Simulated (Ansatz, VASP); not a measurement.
**One calculation of Sr, two programs**

```xyz
2
Lattice="4.1025 0.0000 0.0000 -2.0512 3.5528 0.0000 0.0000 0.0000 6.7154" Properties=species:S:1:pos:R:3 pbc="T T T"
Sr    0.0000    2.3686    1.6789
Sr    2.0512    1.1843    5.0366
```

Alike in both runs: functional LDA; k mesh 12 × 12 × 6; occupations gaussian, width 0.1 eV; no spin polarisation.

Ansatz relaxed the structure, and its values are those at the end. VASP's run is a single point on that final structure, the one shown.

|  | VASP | Ansatz |
| --- | --- | --- |
| version | VASP 6.6.1 | Ansatz 0.2.0 |
| potentials or method | VASP PAW LDA potentials, release 64 (Sr_sv), cutoff 520 eV | scalar-relativistic, plane waves, PAW |
| valence electrons in the cell | 20 | 20 |

```tsv
	VASP	Ansatz	Ansatz less VASP
gap on the k mesh at the Fermi level (eV)	none	none	-
pressure (GPa)	0.0	0.0	+0.01
```

LDA's correlation is that of Perdew and Zunger in VASP and of Perdew and Wang (1992) in Ansatz. A gap of «none» marks a metal or a gap that the smearing closes.
